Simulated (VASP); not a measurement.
Crystal: AlCo.

```
CELL_PARAMETERS angstrom
2.90390 0.08288 0.05666
0.08288 2.93376 0.06836
0.05666 0.06836 2.63781
ATOMIC_POSITIONS crystal
Al 0.93386 0.98696 0.00640
Co 0.56614 0.51304 0.49360
```

| Quantity | Value |
| --- | --- |
| Program | VASP 6.6.1 |
| Task | relaxation of the atoms |
| Functional | PBE |
| Potentials or basis | VASP PAW PBE potentials, release 64 (Al, Co) |
| Cutoff | 520 eV |
| k mesh | 12 × 12 × 12 |
| Occupations | gaussian, width 0.15 eV |
| Spin | no spin polarisation |

At the start: pressure 21.9 GPa; volume 11.22 Å³/atom.

Task: How do energy, volume and symmetry change on relaxing?

Result: Over 9 steps the energy falls by 299.6 meV/atom; space group P1 (No. 1, to 0.1 Å) before, C2/m (No. 12, to 0.1 Å).

The path:
```
step  energy change (eV)  largest force (eV/Å)  pressure (GPa)
   1              0.0000                3.1673           21.89
   2             -0.5584                0.7069            9.91
   3             -0.5751                0.5517            9.65
   4             -0.5957                0.2064            9.26
   5             -0.5987                0.0987            8.99
   6             -0.5992                0.0145            9.18
   7             -0.5992                0.0105            9.07
   8             -0.5992                0.0105            9.15
   9             -0.5992                0.0024            9.03
```

Final structure:
```
CELL_PARAMETERS angstrom
2.90390 0.08288 0.05666
0.08288 2.93376 0.06836
0.05666 0.06836 2.63781
ATOMIC_POSITIONS crystal
Al 0.99994 0.99997 0.99995
Co 0.50006 0.50003 0.50005
```

Caveat: the run has no spin polarisation, though such a crystal can be magnetic.
